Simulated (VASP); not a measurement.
Al5As:

```xyz
6
Lattice="5.5415 0.0000 0.0000 -2.7708 4.7991 0.0000 0.0000 0.0000 7.8217" Properties=species:S:1:pos:R:3 pbc="T T T"
Al    0.0000    0.0000    1.4247
Al    0.0000    0.0000    6.3971
Al    2.7708    0.0000    3.9109
Al   -1.3854    2.3995    3.9109
Al    1.3854    2.3995    3.9109
As    0.0000    0.0000    3.9109
```

- Program: VASP 6.6.1
- Task: relaxation of cell and atoms
- Functional: PBE
- Potentials or basis: VASP PAW PBE potentials, release 64 (Al, As)
- Cutoff: 600 eV
- k mesh: 6 × 6 × 2
- Occupations: gaussian, width 0.1 eV
- Spin: no spin polarisation

At the start: pressure -2.2 GPa; volume 34.67 Å³/atom.

Problem. Where does the relaxation end?

Solution. Over 5 steps the energy falls by 29.5 meV/atom and the volume is 31.58 Å³/atom (-8.9 %); space group P6/mmm (No. 191, to 0.05 Å).

The path:
```csv
step,energy change (eV),largest force (eV/Å),pressure (GPa),volume (Å³)
1,0.0000,0.1289,-2.21,208.01
2,-0.1459,0.5664,-0.16,193.88
3,-0.1462,0.5880,-0.06,193.30
4,-0.1715,0.2570,0.03,191.16
5,-0.1767,0.0067,0.12,189.48
```

Final structure:
```cif
data_structure
_symmetry_space_group_name_H-M 'P 1'
_symmetry_Int_Tables_number 1
_cell_length_a 5.4200
_cell_length_b 5.4200
_cell_length_c 7.4480
_cell_angle_alpha 90.000
_cell_angle_beta 90.000
_cell_angle_gamma 120.000
_cell_volume 189.48
loop_
_atom_site_label
_atom_site_type_symbol
_atom_site_fract_x
_atom_site_fract_y
_atom_site_fract_z
_atom_site_occupancy
Al1 Al 0.00000 0.00000 0.17428 1
Al2 Al 0.00000 0.00000 0.82572 1
Al3 Al 0.50000 0.00000 0.50000 1
Al4 Al 0.00000 0.50000 0.50000 1
Al5 Al 0.50000 0.50000 0.50000 1
As1 As 0.00000 0.00000 0.50000 1
```

Caveat: the k points lie up to 0.42 Å⁻¹ apart in the final cell.
